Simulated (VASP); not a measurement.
# BP in VASP: single point with PBE+D4

Aim: the single point of BP with PBE+D4.

All numbers are computed with VASP 6.6.1; they aren't measurements. Logs are shortened: lines on timing, memory, paths and dates and some standing lists are left out, and cuts for length are marked.

## (1) The cell of the first run

The cell holds a sheet with vacuum, 2 atoms: a = 3.203 Å, b = 3.203 Å, c = 23.800 Å, α = 90.00°, β = 90.00°, γ = 120.00°.

## (2) Single point, PBE+D4

The input, INCAR:

```
SYSTEM = BP
ALGO     = Normal         ! electronic algorithm
DIPOL    = 0.5 0.5 0.294
EDIFF    = 1E-6           ! SCF threshold, eV
ENCUT    = 420            ! plane-wave cutoff, eV
GGA      = PE             ! functional
GGA_COMPAT= .False.      
IDIPOL   = 3            
ISIF     = 2              ! what is computed and relaxed
ISMEAR   = 0              ! smearing method
IVDW     = 13             ! dispersion correction
LASPH    = .True.         ! aspherical terms in the spheres
LCHARG   = .False.        ! write CHGCAR
LDIPOL   = .True.       
LREAL    = .False.        ! projectors in reciprocal space
LWAVE    = .False.        ! write WAVECAR
NBANDS   = 11             ! bands
NELM     = 120            ! most SCF steps
NELMDL   = -8           
PREC     = Accurate       ! precision mode
SIGMA    = 0.03           ! smearing width, eV
```

The input, KPOINTS:

```
k-points
0
Gamma
  12 12 1
  0 0 0
```

The input, POSCAR:

```
BP
1.0
    3.2033920016      0.0000000000      0.0000000000
   -1.6016960008      2.7742188517      0.0000000000
    0.0000000000      0.0000000000     23.8000000000
B P
1 1
Direct
    0.3333333333      0.6666666667      0.2941176471
    0.6666666667      0.3333333333      0.2941176471
```

Potentials or basis: VASP PAW PBE potentials, release 64 (B, P).

Command:

```console
$ cat potpaw_PBE.64/B/POTCAR potpaw_PBE.64/P/POTCAR > POTCAR
$ mpirun -np 1 vasp_std > vasp.out
```

OUTCAR:

```text
SYSTEM = BP
   EDIFF = 1E-6
   ENCUT = 420
   GGA = PE
   ISIF = 2
   ISMEAR = 0
   IVDW = 13
   LASPH = .True.
   LREAL = .False.
   NELM = 120
   NELMDL = -8
   PREC = Accurate

 ion  position               nearest neighbor table
   1  0.333  0.667  0.294-   2 1.85   2 1.85   2 1.85
   2  0.667  0.333  0.294-   1 1.85   1 1.85   1 1.85

  LATTYP: Found a hexagonal cell.
 ALAT       =     3.2033920016
 C/A-ratio  =     7.4296245942

  Lattice vectors:

 A1 = (   3.2033920016,   0.0000000000,   0.0000000000)
 A2 = (  -1.6016960008,   2.7742188517,   0.0000000000)
 A3 = (   0.0000000000,   0.0000000000,  23.8000000000)

Analysis of symmetry for initial positions (statically):
=====================================================================
 Subroutine PRICEL returns:
 Original cell was already a primitive cell.

 Routine SETGRP: Setting up the symmetry group for a
 hexagonal supercell.

 Subroutine GETGRP returns: Found 12 space group operations
 (whereof  6 operations were pure point group operations)
 out of a pool of 24 trial point group operations.

The static configuration has the point symmetry C_3v.
 The point group associated with its full space group is D_3h.

Analysis of symmetry for dynamics (positions and initial velocities):
=====================================================================
 Subroutine PRICEL returns:
 Original cell was already a primitive cell.

 Routine SETGRP: Setting up the symmetry group for a
 hexagonal supercell.

 Subroutine GETGRP returns: Found 12 space group operations
 (whereof  6 operations were pure point group operations)
 out of a pool of 24 trial point group operations.

The dynamic configuration has the point symmetry C_3v.
 The point group associated with its full space group is D_3h.

 Subroutine INISYM returns: Found 12 space group operations
 (whereof  6 operations are pure point group operations),
 and found     1 'primitive' translations

----------------------------------------------------------------------------------------

                                     Primitive cell

  volume of cell :     211.5085

  direct lattice vectors                    reciprocal lattice vectors
     3.203392002  0.000000000  0.000000000     0.312169101  0.180230914  0.000000000
    -1.601696001  2.774218852  0.000000000     0.000000000  0.360461829  0.000000000
     0.000000000  0.000000000 23.800000000     0.000000000  0.000000000  0.042016807

  length of vectors
     3.203392002  3.203392002 23.800000000     0.360461829  0.360461829  0.042016807

  position of ions in fractional coordinates (direct lattice)
     0.333333333  0.666666667  0.294117647
     0.666666667  0.333333333  0.294117647

  ion indices of the primitive-cell ions
   primitive index   ion index
                 1           1
                 2           2

----------------------------------------------------------------------------------------

 KPOINTS: k-points

Automatic generation of k-mesh.
 Grid dimensions read from file:
 generate k-points for:   12   12    1

 Generating k-lattice:

  Cartesian coordinates                     Fractional coordinates (reciprocal lattice)
     0.026014092  0.015019243  0.000000000     0.083333333  0.000000000  0.000000000
     0.000000000  0.030038486  0.000000000     0.000000000  0.083333333  0.000000000
     0.000000000  0.000000000  0.042016807     0.000000000  0.000000000  1.000000000

  Length of vectors
     0.030038486  0.030038486  0.042016807

  Shift w.r.t. Gamma in fractional coordinates (k-lattice)
     0.000000000  0.000000000  0.000000000

 Subroutine IBZKPT returns following result:
 ===========================================

 Found     19 irreducible k-points:

 Following reciprocal coordinates:
            Coordinates               Weight
  0.000000  0.000000  0.000000      1.000000
  0.083333 -0.000000  0.000000      6.000000
  0.166667 -0.000000  0.000000      6.000000
  0.250000 -0.000000  0.000000      6.000000
  0.333333 -0.000000  0.000000      6.000000
  0.416667  0.000000  0.000000      6.000000
[... 11 lines left out ...]
  0.333333  0.250000  0.000000     12.000000
  0.333333  0.333333  0.000000      2.000000
   k-points           NKPTS =     19   k-points in BZ     NKDIM =     19   number of bands    NBANDS=     11
   number of dos      NEDOS =    301   number of ions     NIONS =      2
   total plane-waves  NPLWV =  92160
   dimension x,y,z NGX =    24 NGY =   24 NGZ =  160
   dimension x,y,z NGXF=    48 NGYF=   48 NGZF=  320
   ions per type =               1   1
   NGX,Y,Z   is equivalent  to a cutoff of  12.46, 12.46, 11.18 a.u.
   NGXF,Y,Z  is equivalent  to a cutoff of  24.91, 24.91, 22.35 a.u.
 SYSTEM =  BP
   PREC   = accura    normal or accurate (medium, high low for compatibility)
   ISTART =      0    job   : 0-new  1-cont  2-samecut
   ICHARG =      2    charge: 1-file 2-atom 10-const
   ISPIN  =      1    spin polarized calculation?
   LNONCOLLINEAR =      F non collinear calculations
   LSORBIT =      F    spin-orbit coupling
   LASPH  =      T    aspherical Exc in radial PAW
   ENCUT  =  420.0 eV  30.87 Ry    5.56 a.u.   5.35  5.35 39.77*2*pi/ulx,y,z
   NELM   =    120;   NELMIN=  2; NELMDL= -8     # of ELM steps
   EDIFF  = 0.1E-05   stopping-criterion for ELM
   LREAL  =      F    real-space projection
   EDIFFG = 0.1E-04   stopping-criterion for IOM
   NSW    =      0    number of steps for IOM
   IBRION =     -1    ionic relax: 0-MD 1-quasi-New 2-CG
   NFREE  =      0    steps in history (QN), initial steepest desc. (CG)
   ISIF   =      2    stress and relaxation
   ISYM   =      2    0-nonsym 1-usesym 2-fastsym
   POTIM  = 0.5000    time-step for ionic-motion
   TEBEG  =    0.0;   TEEND  =   0.0 temperature during run
   PSTRESS=    0.0 pullay stress
   NELECT =       8.0000    total number of electrons
   NUPDOWN=      -1.0000    fix difference up-down
   EMIN   =  10.00;   EMAX   =-10.00  energy-range for DOS
   EFERMI =   0.00;   METHOD = LEGACY
   ISMEAR =     0;   SIGMA  =   0.03  broadening in eV -4-tet -1-fermi 0-gaus
   EFERMI_NEDOS =   21; number of points for ismear=-14 and -15
   IALGO  =     38    algorithm
   IMIX   =      4    mixing-type and parameters
     AMIX     =   0.40;   BMIX     =  1.00
     AMIX_MAG =   1.60;   BMIX_MAG =  1.00
  volume/ion in A,a.u.               =     105.75       713.66
  Fermi-wavevector in a.u.,A,eV,Ry     =   0.549535  1.038471  4.108810  0.301989
  Thomas-Fermi vector in A             =   1.580708
   LORBIT       =      0    0 simple, 1 ext, 2 COOP (PROOUT), +10 PAW based schemes
   GGA     = PE    functional components
   LHFCALC =     F    Hartree Fock is set to
   AEXX    =    0.0000 exact exchange contribution
   IVDW    =    13    specifies the selected vdW correction
   LEPSILON=     F    determine dielectric tensor
   LRPA    =     F    only Hartree local field effects (RPA)
 non-spin polarized calculation
 Gauss-broadening in eV      SIGMA  =   0.03
  energy-cutoff  :      420.00
  volume of cell :      211.51
 maximum number of plane-waves:      4183
 NGX is ok and might be reduce to    24
   NGX = 11   NGY = 11   NGZ = 79

 dipolmoment           0.000000      0.000000     -0.000000 electrons x Angstroem

 number of electron       8.0000001 magnetization

 dipolmoment           0.000000      0.000000      0.000001 electrons x Angstroem

 Free energy of the ion-electron system (eV)
  ---------------------------------------------------
  ext. energy  EPLUGINS =         0.00000000
  ---------------------------------------------------
  free energy    TOTEN  =       -12.17032377 eV

  energy without entropy =      -12.17032377  energy(sigma->0) =      -12.17032377

 E-fermi :  -3.6114     XC(G=0):  -1.8156

 val. band max:       -3.7607626094   @ k =   0.3333   0.3333   0.0000
 cond. band min:      -2.8628933766   @ k =   0.3333   0.3333   0.0000
 fundamental gap:      0.8978692328
 Fermi energy:        -3.6113832705

 k-point     1 :       0.0000    0.0000    0.0000
  band No.  band energies     occupation
      1     -17.4790      2.00000
      2      -7.9332      2.00000
      3      -5.3994      2.00000
      4      -5.3994      2.00000
      5      -0.0058      0.00000
      6       0.9327      0.00000
      7       0.9327      0.00000
      8       1.1199      0.00000
      9       1.4005      0.00000
     10       1.9142      0.00000
     11       2.0301      0.00000

 k-point     2 :       0.0833   -0.0000    0.0000
  band No.  band energies     occupation
      1     -17.3728      2.00000
      2      -7.8179      2.00000
      3      -5.9367      2.00000
      4      -5.6053      2.00000
      5       0.1128      0.00000
      6       0.7485      0.00000
      7       1.2528      0.00000
      8       1.3663      0.00000
      9       1.5413      0.00000
     10       2.1640      0.00000
     11       2.2944      0.00000

 k-point     3 :       0.1667   -0.0000    0.0000
  band No.  band energies     occupation
      1     -17.0569      2.00000
      2      -7.4750      2.00000
      3      -7.2031      2.00000
      4      -6.0806      2.00000
      5       0.2222      0.00000
      6       0.6094      0.00000
      7       1.6490      0.00000
      8       1.9495      0.00000
      9       2.5194      0.00000
     10       2.5612      0.00000
     11       2.7988      0.00000
[... 197 lines left out ...]
 k-point    18 :       0.3333    0.2500    0.0000
  band No.  band energies     occupation
      1     -14.2781      2.00000
      2     -11.6052      2.00000
      3      -9.6146      2.00000
      4      -4.2581      2.00000
      5      -2.4044      0.00000
      6       2.7486      0.00000
      7       2.9932      0.00000
      8       4.3137      0.00000
      9       5.3784      0.00000
     10       6.1849      0.00000
     11       6.4147      0.00000

 k-point    19 :       0.3333    0.3333    0.0000
  band No.  band energies     occupation
      1     -14.0198      2.00000
      2     -11.6755      2.00000
      3     -10.0474      2.00000
      4      -3.7608      2.00000
      5      -2.8629      0.00000
      6       2.6343      0.00000
      7       3.5744      0.00000
      8       4.7595      0.00000
      9       5.9042      0.00000
     10       6.9055      0.00000
     11       7.0023      0.00000

------------------------ aborting loop because EDIFF is reached ----------------------------------------

 vacuum level on the upper side and lower side of the slab       (xc-potential included)        -0.008        -0.008

  DFT-D4 for vdW energy calculation

  Edisp (eV):   -0.30469

  FORCE on cell =-STRESS in cart. coord.  units (eV):
  Direction    XX          YY          ZZ          XY          YZ          ZX
  --------------------------------------------------------------------------------------
  -------------------------------------------------------------------------------------
  Total      -0.04234    -0.04234    -0.00442     0.00000     0.00000     0.00000
  in kB      -0.32072    -0.32072    -0.03350     0.00000     0.00000     0.00000
  external pressure =       -0.22 kB  Pullay stress =        0.00 kB

 VOLUME and BASIS-vectors are now :
 -----------------------------------------------------------------------------
  energy-cutoff  :      420.00
  volume of cell :      211.51
      direct lattice vectors                 reciprocal lattice vectors
     3.203392002  0.000000000  0.000000000     0.312169101  0.180230914  0.000000000
    -1.601696001  2.774218852  0.000000000     0.000000000  0.360461829  0.000000000
     0.000000000  0.000000000 23.800000000     0.000000000  0.000000000  0.042016807

 POSITION                                       TOTAL-FORCE (eV/Angst)
 -----------------------------------------------------------------------------------
     -0.00000      1.84948      7.00000        -0.000000      0.000000      0.000000
      1.60170      0.92474      7.00000         0.000000     -0.000000     -0.000000
 -----------------------------------------------------------------------------------
    total drift:                               -0.000000      0.000000      0.000001

  FREE ENERGIE OF THE ION-ELECTRON SYSTEM (eV)
  ---------------------------------------------------
  free  energy   TOTEN  =       -12.4750112061 eV

  energy  without entropy=      -12.4750112061  energy(sigma->0) =      -12.47501121

 vacuum level on the upper side and lower side of the slab         1.342         1.342
```

It took 58 s on 1 thread of AMD EPYC 7R43 (Zen 3), shared host; peak memory 0.26 GiB.

Results:

- Free energy: -12.4750 eV
- Band gap on the k mesh: 0.90 eV
- Dispersion energy per atom: -0.152 eV
